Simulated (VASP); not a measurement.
# Cd (P6_3/mmc) in VASP: a series of runs

Aim: see how the results for Cd move with the level of theory and the settings. Levels: PBEsol, RPBE. Tasks: density of states.

Everything below comes from runs of VASP 6.6.1. Logs are shortened: lines on timing, memory, paths and dates and some standing lists are left out, and cuts for length are marked.

## Step 1: The cell of the first run

The structure is hexagonal, space group P6_3/mmc (No. 194). Conventional cell: a = 2.979 Å, b = 2.979 Å, c = 5.618 Å, α = 90.00°, β = 90.00°, γ = 120.00°. Within 3.9 Å of Cd (site symmetry -6m2) lie 12 Cd at 2.98 to 3.29 Å.

## Step 2: Density of states, PBEsol

POSCAR

```
Cd
1.0
    2.9788725081      0.0000000000      0.0000000000
   -1.4894362540      2.5797792666      0.0000000000
    0.0000000000      0.0000000000      5.6176500000
Cd
2
Direct
    0.3333333333      0.6666666667      0.2500000000
    0.6666666667      0.3333333333      0.7500000000
```

INCAR.step1

```
ALGO = Normal
EDIFF = 1E-6
ENCUT = 400
GGA = PS
GGA_COMPAT = F
ISIF = 2
ISMEAR = 0
LASPH = T
LCHARG = T
LORBIT = 11
LREAL = F
LWAVE = F
NBANDS = 19
NEDOS = 2001
NELM = 120
PREC = Accurate
SIGMA = 0.1
```

KPOINTS.step1

```
k-points
0
Gamma
  6 6 4
```

INCAR.step2

```
ALGO = Normal
EDIFF = 1E-6
ENCUT = 400
GGA = PS
GGA_COMPAT = F
ICHARG = 11
ISIF = 2
ISMEAR = -5
LASPH = T
LCHARG = F
LORBIT = 11
LREAL = F
LWAVE = F
NEDOS = 1001
NELM = 120
PREC = Accurate
SIGMA = 0.1
```

KPOINTS.step2

```
k-points
0
Gamma
  9 9 6
```

Potentials or basis: VASP PAW PBE potentials, release 64 (Cd).

Run with:

```sh
> cat potpaw_PBE.64/Cd/POTCAR > POTCAR
> cp INCAR.step1 INCAR
> cp KPOINTS.step1 KPOINTS
> mpirun -np 1 vasp_std > vasp.out
> cp INCAR.step2 INCAR
> cp KPOINTS.step2 KPOINTS
> mpirun -np 1 vasp_std > vasp.out
```

OUTCAR:

```text
EDIFF = 1E-6
   ENCUT = 400
   GGA = PS
   ICHARG = 11
   ISIF = 2
   ISMEAR = -5
   LASPH = T
   LORBIT = 11
   LREAL = F
   NELM = 120
   PREC = Accurate

 ion  position               nearest neighbor table
   1  0.333  0.667  0.250-   2 3.29   2 3.29   2 3.29   2 3.29   2 3.29   2 3.29
   2  0.667  0.333  0.750-   1 3.29   1 3.29   1 3.29   1 3.29   1 3.29   1 3.29

  LATTYP: Found a hexagonal cell.
 ALAT       =     2.9788725081
 C/A-ratio  =     1.8858309594

  Lattice vectors:

 A1 = (   2.9788725081,   0.0000000000,   0.0000000000)
 A2 = (  -1.4894362540,   2.5797792666,   0.0000000000)
 A3 = (   0.0000000000,   0.0000000000,   5.6176500000)

Analysis of symmetry for initial positions (statically):
=====================================================================
 Subroutine PRICEL returns:
 Original cell was already a primitive cell.

 Routine SETGRP: Setting up the symmetry group for a
 hexagonal supercell.

 Subroutine GETGRP returns: Found 24 space group operations
 (whereof 12 operations were pure point group operations)
 out of a pool of 24 trial point group operations.

The static configuration has the point symmetry D_3d.
 The point group associated with its full space group is D_6h.

Analysis of symmetry for dynamics (positions and initial velocities):
=====================================================================
 Subroutine PRICEL returns:
 Original cell was already a primitive cell.

 Routine SETGRP: Setting up the symmetry group for a
 hexagonal supercell.

 Subroutine GETGRP returns: Found 24 space group operations
 (whereof 12 operations were pure point group operations)
 out of a pool of 24 trial point group operations.

The dynamic configuration has the point symmetry D_3d.
 The point group associated with its full space group is D_6h.

 Subroutine INISYM returns: Found 24 space group operations
 (whereof 12 operations are pure point group operations),
 and found     1 'primitive' translations

----------------------------------------------------------------------------------------

                                     Primitive cell

  volume of cell :      43.1707

  direct lattice vectors                    reciprocal lattice vectors
     2.978872508  0.000000000  0.000000000     0.335697482  0.193815032  0.000000000
    -1.489436254  2.579779267  0.000000000     0.000000000  0.387630063  0.000000000
     0.000000000  0.000000000  5.617650000     0.000000000  0.000000000  0.178010378

  length of vectors
     2.978872508  2.978872508  5.617650000     0.387630063  0.387630063  0.178010378

  position of ions in fractional coordinates (direct lattice)
     0.333333333  0.666666667  0.250000000
     0.666666667  0.333333333  0.750000000

  ion indices of the primitive-cell ions
   primitive index   ion index
                 1           1
                 2           2

----------------------------------------------------------------------------------------

 KPOINTS: k-points

Automatic generation of k-mesh.
 Grid dimensions read from file:
 generate k-points for:    9    9    6

 Generating k-lattice:

  Cartesian coordinates                     Fractional coordinates (reciprocal lattice)
     0.037299720  0.021535004  0.000000000     0.111111111 -0.000000000  0.000000000
     0.000000000  0.043070007  0.000000000     0.000000000  0.111111111  0.000000000
     0.000000000  0.000000000  0.029668396     0.000000000  0.000000000  0.166666667

  Length of vectors
     0.043070007  0.043070007  0.029668396

  Shift w.r.t. Gamma in fractional coordinates (k-lattice)
     0.000000000  0.000000000  0.000000000

 TETIRR: Found    492 inequivalent tetrahedra from     2916

 Subroutine IBZKPT returns following result:
 ===========================================

 Found     48 irreducible k-points:

 Following reciprocal coordinates:
            Coordinates               Weight
  0.000000  0.000000  0.000000      1.000000
  0.111111 -0.000000  0.000000      6.000000
  0.222222 -0.000000  0.000000      6.000000
  0.333333 -0.000000  0.000000      6.000000
  0.444444 -0.000000  0.000000      6.000000
  0.111111  0.111111  0.000000      6.000000
[... 16 lines left out ...]
  0.333333  0.222222  0.166667     24.000000
  0.333333  0.333333  0.166667      4.000000
 [... further k-points ...]
   k-points           NKPTS =     48   k-points in BZ     NKDIM =     48   number of bands    NBANDS=     16
   number of dos      NEDOS =   1001   number of ions     NIONS =      2
   total plane-waves  NPLWV =  16000
   dimension x,y,z NGX =    20 NGY =   20 NGZ =   40
   dimension x,y,z NGXF=    40 NGYF=   40 NGZF=   80
   ions per type =               2
   NGX,Y,Z   is equivalent  to a cutoff of  11.16, 11.16, 11.84 a.u.
   NGXF,Y,Z  is equivalent  to a cutoff of  22.32, 22.32, 23.67 a.u.
 SYSTEM =  unknown system
   PREC   = accura    normal or accurate (medium, high low for compatibility)
   ISTART =      0    job   : 0-new  1-cont  2-samecut
   ICHARG =     11    charge: 1-file 2-atom 10-const
   ISPIN  =      1    spin polarized calculation?
   LNONCOLLINEAR =      F non collinear calculations
   LSORBIT =      F    spin-orbit coupling
   LASPH  =      T    aspherical Exc in radial PAW
   ENCUT  =  400.0 eV  29.40 Ry    5.42 a.u.   4.86  4.86  9.16*2*pi/ulx,y,z
   NELM   =    120;   NELMIN=  2; NELMDL=  0     # of ELM steps
   EDIFF  = 0.1E-05   stopping-criterion for ELM
   LREAL  =      F    real-space projection
   EDIFFG = 0.1E-04   stopping-criterion for IOM
   NSW    =      0    number of steps for IOM
   IBRION =     -1    ionic relax: 0-MD 1-quasi-New 2-CG
   NFREE  =      0    steps in history (QN), initial steepest desc. (CG)
   ISIF   =      2    stress and relaxation
   ISYM   =      2    0-nonsym 1-usesym 2-fastsym
   POTIM  = 0.5000    time-step for ionic-motion
   TEBEG  =    0.0;   TEEND  =   0.0 temperature during run
   PSTRESS=    0.0 pullay stress
   NELECT =      24.0000    total number of electrons
   NUPDOWN=      -1.0000    fix difference up-down
   EMIN   =  10.00;   EMAX   =-10.00  energy-range for DOS
   EFERMI =   0.00;   METHOD = LEGACY
   ISMEAR =    -5;   SIGMA  =   0.10  broadening in eV -4-tet -1-fermi 0-gaus
   EFERMI_NEDOS =   21; number of points for ismear=-14 and -15
   IALGO  =     38    algorithm
   IMIX   =      4    mixing-type and parameters
     AMIX     =   0.40;   BMIX     =  1.00
     AMIX_MAG =   1.60;   BMIX_MAG =  1.00
  volume/ion in A,a.u.               =      21.59       145.67
  Fermi-wavevector in a.u.,A,eV,Ry     =   1.346115  2.543789 24.654109  1.812026
  Thomas-Fermi vector in A             =   2.473973
   LORBIT       =     11    0 simple, 1 ext, 2 COOP (PROOUT), +10 PAW based schemes
   GGA     = PS    functional components
   LHFCALC =     F    Hartree Fock is set to
   AEXX    =    0.0000 exact exchange contribution
   IVDW    =     0    specifies the selected vdW correction
   LEPSILON=     F    determine dielectric tensor
   LRPA    =     F    only Hartree local field effects (RPA)
 non-spin polarized calculation
 Fermi weights with tetrahedron method with Bloechl corrections
  energy-cutoff  :      400.00
  volume of cell :       43.17
 maximum number of plane-waves:       804
 NGX is ok and might be reduce to    20

 number of electron      24.0000016 magnetization

 Free energy of the ion-electron system (eV)
  ---------------------------------------------------
  ext. energy  EPLUGINS =         0.00000000
  ---------------------------------------------------
  free energy    TOTEN  =        -2.38844846 eV

  energy without entropy =       -2.38844846  energy(sigma->0) =       -2.38844846

 E-fermi :   2.7889     XC(G=0): -11.2066

 val. band max:        3.3343309262   @ k =   0.3333   0.3333   0.3333
 cond. band min:       2.5807443770   @ k =   0.2222   0.1111   0.0000
 fundamental gap:     -0.7535865492
 Fermi energy:         2.7888913836

 k-point     1 :       0.0000    0.0000    0.0000
  band No.  band energies     occupation
      1      -7.0318      2.00000
      2      -6.7632      2.00000
      3      -6.3890      2.00000
      4      -6.3890      2.00000
      5      -6.3367      2.00000
      6      -6.3367      2.00000
[... 8 lines left out ...]
     15      17.2401      0.00000
     16      17.6656      0.00000

 k-point     2 :       0.1111   -0.0000    0.0000
  band No.  band energies     occupation
      1      -6.9122      2.00000
      2      -6.6544      2.00000
      3      -6.4336      2.00000
      4      -6.3704      2.00000
      5      -6.2755      2.00000
      6      -6.2276      2.00000
[... 8 lines left out ...]
     15      13.9846      0.00000
     16      15.8231      0.00000

 k-point     3 :       0.2222   -0.0000    0.0000
  band No.  band energies     occupation
      1      -6.8561      2.00000
      2      -6.6276      2.00000
      3      -6.4289      2.00000
      4      -6.2534      2.00000
      5      -6.2159      2.00000
      6      -5.9883      2.00000
[... 8 lines left out ...]
     15      13.7254      0.00000
     16      14.2921      0.00000

 k-point     4 :       0.3333   -0.0000    0.0000
  band No.  band energies     occupation
      1      -7.0272      2.00000
      2      -6.8254      2.00000
      3      -6.5871      2.00000
      4      -6.1880      2.00000
      5      -6.1837      2.00000
      6      -6.0676      2.00000
[... 8 lines left out ...]
     15      10.4377      0.00000
     16      11.4217      0.00000
[... 324 lines left out ...]
 k-point    22 :       0.2222    0.2222    0.1667
  band No.  band energies     occupation
      1      -6.6674      2.00000
      2      -6.6505      2.00000
      3      -6.5057      2.00000
      4      -6.4290      2.00000
      5      -6.2706      2.00000
      6      -6.0617      2.00000
[... 8 lines left out ...]
     15       7.0500      0.00000
     16      10.0132      0.00000

 k-point    23 :       0.3333    0.2222    0.1667
  band No.  band energies     occupation
      1      -6.7098      2.00000
      2      -6.6817      2.00000
      3      -6.4968      2.00000
      4      -6.4042      2.00000
      5      -6.2884      2.00000
      6      -6.0248      2.00000
[... 8 lines left out ...]
     15       6.5766      0.00000
     16       7.8751      0.00000

 k-point    24 :       0.3333    0.3333    0.1667
  band No.  band energies     occupation
      1      -6.6294      2.00000
      2      -6.4367      2.00000
      3      -6.4367      2.00000
      4      -6.2736      2.00000
      5      -6.2418      2.00000
      6      -6.2418      2.00000
[... 8 lines left out ...]
     15       6.3534      0.00000
     16       6.5871      0.00000

 [... further k-points ...]
[... 5 lines left out ...]
  --------------------------------------------------------------------------------------
  -------------------------------------------------------------------------------------
  Total       -1.2046764     -1.2046764     -0.4125306     -0.0000000      0.0000000      0.0000000
  in kB      -44.7086788    -44.7086788    -15.3100846     -0.0000000      0.0000000      0.0000000
  external PRESSURE =     -34.9091474 kB  Pullay stress =       0.0000000 kB

 VOLUME and BASIS-vectors are now :
 -----------------------------------------------------------------------------
  energy-cutoff  :      400.00
  volume of cell :       43.17
      direct lattice vectors                 reciprocal lattice vectors
     2.978872508  0.000000000  0.000000000     0.335697482  0.193815032  0.000000000
    -1.489436254  2.579779267  0.000000000     0.000000000  0.387630063  0.000000000
     0.000000000  0.000000000  5.617650000     0.000000000  0.000000000  0.178010378

 POSITION                                       TOTAL-FORCE (eV/Angst)
 -----------------------------------------------------------------------------------
     -0.00000      1.71985      1.40441        -0.000000      0.000000      0.000000
      1.48944      0.85993      4.21324         0.000000      0.000000      0.000000
 -----------------------------------------------------------------------------------
    total drift:                                0.000000     -0.000000      0.000000

  FREE ENERGIE OF THE ION-ELECTRON SYSTEM (eV)
  ---------------------------------------------------
  free  energy   TOTEN  =        -2.3884484563 eV

  energy  without entropy=       -2.3884484563  energy(sigma->0) =       -2.38844846

 total charge

# of ion       s       p       d       tot
------------------------------------------
    1        0.527   0.311   9.475  10.313
    2        0.527   0.311   9.475  10.313
--------------------------------------------------
tot          1.055   0.622  18.951  20.627
```

Run time: 16 s. Hardware: 1 thread of Intel Xeon Platinum 8259CL at 2.50GHz (Skylake/Cascade Lake), shared host; peak memory 0.14 GiB.

Results:

- Valence electrons inside the program's atomic spheres: Cd 10.31

Caveat: the k points lie up to 0.41 Å⁻¹ apart; the PAW data sets were made with another functional, which shifts forces and pressure a little; tetrahedron occupations give inexact forces and stress in metals.

## Step 3: Density of states, RPBE

POSCAR is that of step 2.

INCAR.step1

```
ALGO = Normal
EDIFF = 1E-6
ENCUT = 400
GGA = RP
GGA_COMPAT = False
ISIF = 2
ISMEAR = 0
LASPH = True
LCHARG = True
LORBIT = 11
LREAL = False
LWAVE = False
NBANDS = 19
NEDOS = 2001
NELM = 120
PREC = Accurate
SIGMA = 0.1
```

KPOINTS.step1 is that of step 2.

INCAR.step2

```
ALGO = Normal
EDIFF = 1E-6
ENCUT = 400
GGA = RP
GGA_COMPAT = False
ICHARG = 11
ISIF = 2
ISMEAR = -5
LASPH = True
LCHARG = False
LORBIT = 10
LREAL = False
LWAVE = False
NEDOS = 2001
NELM = 120
PREC = Accurate
SIGMA = 0.1
```

KPOINTS.step2 is that of step 2.

Potentials or basis: VASP PAW PBE potentials, release 64 (Cd).

Run with:

```sh
> cat potpaw_PBE.64/Cd/POTCAR > POTCAR
> cp INCAR.step1 INCAR
> cp KPOINTS.step1 KPOINTS
> mpirun -np 1 vasp_std > vasp.out
> cp INCAR.step2 INCAR
> cp KPOINTS.step2 KPOINTS
> mpirun -np 1 vasp_std > vasp.out
```

OUTCAR:

```text
EDIFF = 1E-6
   ENCUT = 400
   GGA = RP
   ICHARG = 11
   ISIF = 2
   ISMEAR = -5
   LASPH = True
   LORBIT = 10
   LREAL = False
   NELM = 120
   PREC = Accurate

 ion  position               nearest neighbor table
   1  0.333  0.667  0.250-   2 3.29   2 3.29   2 3.29   2 3.29   2 3.29   2 3.29
   2  0.667  0.333  0.750-   1 3.29   1 3.29   1 3.29   1 3.29   1 3.29   1 3.29

  LATTYP: Found a hexagonal cell.
 ALAT       =     2.9788725081
 C/A-ratio  =     1.8858309594

  Lattice vectors:

 A1 = (   2.9788725081,   0.0000000000,   0.0000000000)
 A2 = (  -1.4894362540,   2.5797792666,   0.0000000000)
 A3 = (   0.0000000000,   0.0000000000,   5.6176500000)

Analysis of symmetry for initial positions (statically):
=====================================================================
 Subroutine PRICEL returns:
 Original cell was already a primitive cell.

 Routine SETGRP: Setting up the symmetry group for a
 hexagonal supercell.

 Subroutine GETGRP returns: Found 24 space group operations
 (whereof 12 operations were pure point group operations)
 out of a pool of 24 trial point group operations.

The static configuration has the point symmetry D_3d.
 The point group associated with its full space group is D_6h.

Analysis of symmetry for dynamics (positions and initial velocities):
=====================================================================
 Subroutine PRICEL returns:
 Original cell was already a primitive cell.

 Routine SETGRP: Setting up the symmetry group for a
 hexagonal supercell.

 Subroutine GETGRP returns: Found 24 space group operations
 (whereof 12 operations were pure point group operations)
 out of a pool of 24 trial point group operations.

The dynamic configuration has the point symmetry D_3d.
 The point group associated with its full space group is D_6h.

 Subroutine INISYM returns: Found 24 space group operations
 (whereof 12 operations are pure point group operations),
[... 118 lines left out ...]
     AMIX_MAG =   1.60;   BMIX_MAG =  1.00
  volume/ion in A,a.u.               =      21.59       145.67
  Fermi-wavevector in a.u.,A,eV,Ry     =   1.346115  2.543789 24.654109  1.812026
  Thomas-Fermi vector in A             =   2.473973
   LORBIT       =     10    0 simple, 1 ext, 2 COOP (PROOUT), +10 PAW based schemes
   GGA     = RP    functional components
   LHFCALC =     F    Hartree Fock is set to
   AEXX    =    0.0000 exact exchange contribution
   IVDW    =     0    specifies the selected vdW correction
   LEPSILON=     F    determine dielectric tensor
   LRPA    =     F    only Hartree local field effects (RPA)
 non-spin polarized calculation
 Fermi weights with tetrahedron method with Bloechl corrections
  energy-cutoff  :      400.00
  volume of cell :       43.17
 maximum number of plane-waves:       804
 NGX is ok and might be reduce to    20

 number of electron      24.0000016 magnetization

 Free energy of the ion-electron system (eV)
  ---------------------------------------------------
  ext. energy  EPLUGINS =         0.00000000
  ---------------------------------------------------
  free energy    TOTEN  =        -0.61309620 eV

  energy without entropy =       -0.61309620  energy(sigma->0) =       -0.61309620

 E-fermi :   3.1534     XC(G=0): -10.9041

 val. band max:        3.7086034948   @ k =   0.3333   0.3333   0.3333
 cond. band min:       2.9292081084   @ k =   0.2222   0.1111   0.0000
 fundamental gap:     -0.7793953864
 Fermi energy:         3.1533500013

 k-point     1 :       0.0000    0.0000    0.0000
  band No.  band energies     occupation
      1      -6.7830      2.00000
      2      -6.5170      2.00000
      3      -6.1653      2.00000
      4      -6.1653      2.00000
      5      -6.1139      2.00000
      6      -6.1139      2.00000
[... 433 lines left out ...]
      3      -6.2114      2.00000
      4      -6.0462      2.00000
      5      -6.0183      2.00000
      6      -6.0183      2.00000
[... 8 lines left out ...]
     15       6.7403      0.00000
     16       6.9474      0.00000

 [... further k-points ...]
[... 5 lines left out ...]
  --------------------------------------------------------------------------------------
  -------------------------------------------------------------------------------------
  Total        0.8722167      0.8722167      1.1335040      0.0000000      0.0000000      0.0000000
  in kB       32.3702327     32.3702327     42.0672861      0.0000000      0.0000000      0.0000000
  external PRESSURE =      35.6025838 kB  Pullay stress =       0.0000000 kB

 VOLUME and BASIS-vectors are now :
 -----------------------------------------------------------------------------
  energy-cutoff  :      400.00
  volume of cell :       43.17
      direct lattice vectors                 reciprocal lattice vectors
     2.978872508  0.000000000  0.000000000     0.335697482  0.193815032  0.000000000
    -1.489436254  2.579779267  0.000000000     0.000000000  0.387630063  0.000000000
     0.000000000  0.000000000  5.617650000     0.000000000  0.000000000  0.178010378

 POSITION                                       TOTAL-FORCE (eV/Angst)
 -----------------------------------------------------------------------------------
     -0.00000      1.71985      1.40441         0.000000     -0.000000      0.000000
      1.48944      0.85993      4.21324        -0.000000      0.000000      0.000000
 -----------------------------------------------------------------------------------
    total drift:                                0.000000     -0.000000      0.000000

  FREE ENERGIE OF THE ION-ELECTRON SYSTEM (eV)
  ---------------------------------------------------
  free  energy   TOTEN  =        -0.6130961998 eV

  energy  without entropy=       -0.6130961998  energy(sigma->0) =       -0.61309620

 total charge

# of ion       s       p       d       tot
------------------------------------------
    1        0.525   0.311   9.484  10.320
    2        0.525   0.311   9.484  10.320
--------------------------------------------------
tot          1.049   0.622  18.968  20.639
```

It took 40 s on 1 thread of Intel Xeon 8259CL, shared host; peak memory 0.14 GiB.

What came out:

* Valence electrons inside the program's atomic spheres: Cd 10.32

Caveat: the k points lie up to 0.41 Å⁻¹ apart; the PAW data sets were made with another functional, which shifts forces and pressure a little; tetrahedron occupations give inexact forces and stress in metals.
